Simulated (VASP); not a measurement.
**GeB2C3: single point with PBE**

Crystal: GeB2C3.

```
CELL_PARAMETERS angstrom
2.74817 0.00000 0.00000
-1.37408 2.37998 0.00000
0.00000 0.00000 8.56235
ATOMIC_POSITIONS crystal
Ge 0.00000 0.00000 0.50000
B 0.33333 0.66667 0.79768
B 0.66667 0.33333 0.20232
C 0.33333 0.66667 0.20614
C 0.66667 0.33333 0.79386
C 0.00000 0.00000 0.00000
```

```yaml
Program: VASP 6.6.1
Task: single point
Functional: PBE
Potentials_or_basis: VASP PAW PBE potentials, release 64 (Ge_d, B, C)
Cutoff: 520 eV
k_mesh: 6 × 6 × 2
Occupations: gaussian, width 0.1 eV
Spin: no spin polarisation
```

The pressure is -0.2 GPa and the largest force is 0.029 eV/Å. The band gap on the k mesh is zero (band 16 reaches 8.45 eV, above the bottom of band 17 at 3.62 eV).

Forces on the atoms (eV/Å):
```
Ge   0.000  0.000  0.000
B    0.000  0.000  0.029
B    0.000  0.000 -0.029
C    0.000  0.000  0.012
C    0.000  0.000 -0.012
C    0.000  0.000  0.000
```

Stress tensor (GPa, compression positive):
```
-0.23  0.00  0.00
 0.00 -0.23  0.00
 0.00  0.00 -0.09
```

Levels at points of the mesh, in eV from the Fermi level:
```
           k point  band 12  band 13  band 14  band 15  band 16  band 17  band 18  band 19
(0.00, 0.00, 0.00)    -0.57    -0.57    -0.52    -0.52     0.08     2.22     2.22     4.97
(0.50, 0.00, 0.00)    -4.92    -3.65    -3.24    -3.22    -1.13    -0.93     1.83     2.49
(0.00, 0.00, 0.50)    -0.57    -0.57    -0.52    -0.52     2.22     2.22     2.76     3.90
(0.50, 0.00, 0.50)    -4.94    -4.60    -3.64    -3.24     0.09     0.15     1.55     1.85
```

Wall time 13 s on 1 thread of AMD EPYC 9R45 96-Core Processor (Zen 5) (shared host), peak memory 0.14 GiB.

Caveat: the k points lie up to 0.44 Å⁻¹ apart.
